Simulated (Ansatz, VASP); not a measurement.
## One calculation of RbBr, two programs

```
CELL_PARAMETERS angstrom
-0.01712 3.41636 3.41636
3.41636 -0.01712 3.41636
3.41636 3.41636 -0.01712
ATOMIC_POSITIONS crystal
Rb 0.00000 0.00000 0.00000
Br 0.50000 0.50000 0.50000
```

Change from the starting cell: equal xy, yz and zx engineering shears of -0.5 %.

Alike in both runs: functional PBEsol; k mesh 6 × 6 × 6; non-collinear spin, spin-orbit coupling.

Ansatz relaxed the structure, and its values are those at the end. VASP's run is a single point on that final structure, the one shown.

|  | VASP | Ansatz |
| --- | --- | --- |
| version | VASP 6.6.1 | Ansatz 0.2.0 |
| potentials or method | VASP PAW PBE potentials, release 64 (Rb_sv, Br), cutoff 520 eV | all-electron LAPW |
| occupations | gaussian, width 0.01 eV | fixed |

|  | VASP | Ansatz | Ansatz less VASP |
| --- | --- | --- | --- |
| pressure (GPa) | 0.0 | 0.0 | -0.04 |

VASP's potentials were made for PBE, not for PBEsol. Ansatz ran all-electron here, and VASP with PAW potentials.
